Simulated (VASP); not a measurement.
# Pr4O: elastic constants with PBE

The system is Pr4O.

```
CELL_PARAMETERS angstrom
5.18333 0.00000 0.00000
0.00000 5.18333 0.00000
0.00000 0.00000 5.18333
ATOMIC_POSITIONS crystal
Pr 0.00000 0.50000 0.50000
Pr 0.50000 0.50000 0.00000
Pr 0.50000 0.00000 0.50000
Pr 0.00000 0.00000 0.00000
O 0.50000 0.50000 0.50000
```

```yaml
Program: VASP 6.6.1
Task: elastic constants
Functional: PBE
Potentials_or_basis: VASP PAW PBE potentials, release 64 (Pr_3, O), 4f in core
Cutoff: 600 eV
k_mesh: 8 × 8 × 8
Occupations: fermi-dirac, width 0.15 eV
Spin: no spin polarisation
Dipole_correction: no
Ions_in_elastic_constants: relaxed
Further_INCAR_settings: ALGO = Normal; EDIFF = 1e-08; NBANDS = 33; IBRION = 6; POTIM = 0.015; NSW = 1; ISIF = 3
```

- Elastic constants C11, C12, C44: 70, 42, 35 GPa
- Voigt bulk modulus: 51 GPa
- Highest phonon frequency at Γ, LO-TO splitting left out: 247 cm⁻¹

Phonon frequencies in cm⁻¹ (negative: imaginary):
```tsv
q point	frequencies
(0.000, 0.000, 0.000)	0 0 0 93 93 93 102 102 102 112 112 112 247 247 247
```

Elastic tensor in Voigt notation (GPa, in the Cartesian axes of the cell as first typed):
```
70 42 42  0  0  0
42 70 42  0  0  0
42 42 70  0  0  0
 0  0  0 35  0  0
 0  0  0  0 35  0
 0  0  0  0  0 35
```

Clamped-ion elastic tensor (GPa):
```
70 42 42  0  0  0
42 70 42  0  0  0
42 42 70  0  0  0
 0  0  0 35  0  0
 0  0  0  0 35  0
 0  0  0  0  0 35
```

Run time: 21 min on 4 MPI ranks on Intel(R) Xeon(R) 6975P-C (Granite Rapids), on a shared host, peak memory 1.3 GiB a rank.

Caveat: spin-orbit coupling is left out, which moves the levels of the heavy elements; the 4f electrons are frozen in the core, so they carry no moment and show no levels; the run has no spin polarisation, though such a crystal can be magnetic. Spin polarisation is off, so any magnetic state and its effect on volume and gap are missing.
